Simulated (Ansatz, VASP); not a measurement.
# Cu3H in VASP and in Ansatz

```
CELL_PARAMETERS angstrom
0.00000 2.78127 2.78127
2.78127 0.00000 2.78127
2.78127 2.78127 0.00000
ATOMIC_POSITIONS crystal
Cu 0.00000 0.00000 0.00000
Cu 0.25000 0.25000 0.25000
Cu 0.75000 0.75000 0.75000
H 0.50000 0.50000 0.50000
```

Change from the starting cell: species swapped into the Sn3Bi type (Fm-3m, No. 225).

Alike in both runs: functional PBE; k mesh 6 × 6 × 6; occupations gaussian, width 0.1 eV; no spin polarisation.

Ansatz relaxed the structure, and its values are those at the end. VASP's run is a single point on that final structure, the one shown.

|  | VASP | Ansatz |
| --- | --- | --- |
| version | VASP 6.6.1 | Ansatz 0.2.0 |
| potentials or method | VASP PAW PBE potentials, release 64 (Cu, H), cutoff 520 eV | scalar-relativistic, plane waves, PAW |
| valence electrons in the cell | 34 | 58 |

|  | VASP | Ansatz | Ansatz less VASP |
| --- | --- | --- | --- |
| gap on the k mesh at the Fermi level (eV) | none | none | - |
| pressure (GPa) | 0.9 | 0.3 | -0.52 |

A gap of «none» marks a metal or a gap that the smearing closes. The functional is the same, so the differences come from potentials, cutoffs and numerics. VASP's potentials hold 34 valence electrons a cell and Ansatz's 58, so a difference there can come from the potentials and not from the codes.
